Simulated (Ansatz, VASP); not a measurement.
**MgZr2N in VASP and in Ansatz**

INCAR

```
SYSTEM = MgZr2N
ALGO = Normal
EDIFF = 1E-7
EDIFFG = -0.04
ENCUT = 840
GGA = PE
GGA_COMPAT = .FALSE.
IBRION = 2
ISIF = 3
ISMEAR = 0
LASPH = .TRUE.
LCHARG = .FALSE.
LREAL = .FALSE.
LWAVE = .FALSE.
NELM = 120
NELMIN = 4
NSW = 90
PREC = Accurate
SIGMA = 0.1
```

File KPOINTS:

```
k-points
0
G
  6 6 4
  0 0 0
```

Contents of POSCAR:

```
MgZr2N
1.0
    3.9208415000      0.0000000000      0.0000000000
   -1.9604207500      3.3955483400      0.0000000000
    0.0000000000      0.0000000000      4.8204134200
Mg Zr N
1 2 1
Direct
    0.0000000000      0.0000000000      0.0625436200
    0.3333333300      0.6666666700      0.1181884600
    0.6666666700      0.3333333300      0.1181884600
    0.0000000000      0.0000000000      0.7003074800
```

Input for Ansatz:

```yaml
crystal:
  lattice:
    - [3.9208415, 0.0, 0.0]
    - [-1.96042075, 3.39554834, 0.0]
    - [0.0, 0.0, 4.82041342]
  atoms:
    - { symbol: Mg, position: [0.0, 0.0, 0.06254362] }
    - { symbol: Zr, position: [0.33333333, 0.66666667, 0.11818846] }
    - { symbol: Zr, position: [0.66666667, 0.33333333, 0.11818846] }
    - { symbol: "N", position: [0.0, 0.0, 0.70030748] }
basis:
  ecutwfc: 420
kpoints:
  mp_grid: { grid: [6, 6, 4] }
hamiltonian:
  xc: pbe
scf:
  occupations: { method: gaussian, width: 0.1 }
  lower_state_search: "off"
output:
  forces: true
  stress: true
  eigenvalues: true
relax:
  adjacent_minimum: "off"
  f_tol: 0.04
  max_steps: 70
  cell: { stress_tol: 0.4 }
```

Alike in both runs: task relaxation of cell and atoms; functional PBE; k mesh 6 × 6 × 4; occupations gaussian, width 0.1 eV; no spin polarisation.

|  | VASP | Ansatz |
| --- | --- | --- |
| version | VASP 6.6.1 | Ansatz 0.2.0 |
| potentials or method | VASP PAW PBE potentials, release 64 (Mg_sv, Zr_sv, N), cutoff 840 eV | scalar-relativistic, plane waves, PAW |
| valence electrons in the cell | 39 | 39 |

```csv
,VASP,Ansatz,Ansatz less VASP
"gap on the k mesh at the Fermi level, each at its own relaxed structure (eV)",none,none,-
relaxed volume (Å³/atom),21.52,17.78,-3.750
relaxed length of the cell vector where the two differ most in proportion (Å),5.135,4.588,-0.5472
```

A gap of «none» marks a metal or a gap that the smearing closes. One of these differences is far larger than is usual between the two programs; its cause wasn't traced.

Noted on VASP's run: the volume moved by over 15 % at a fixed basis, so the end points are rough.
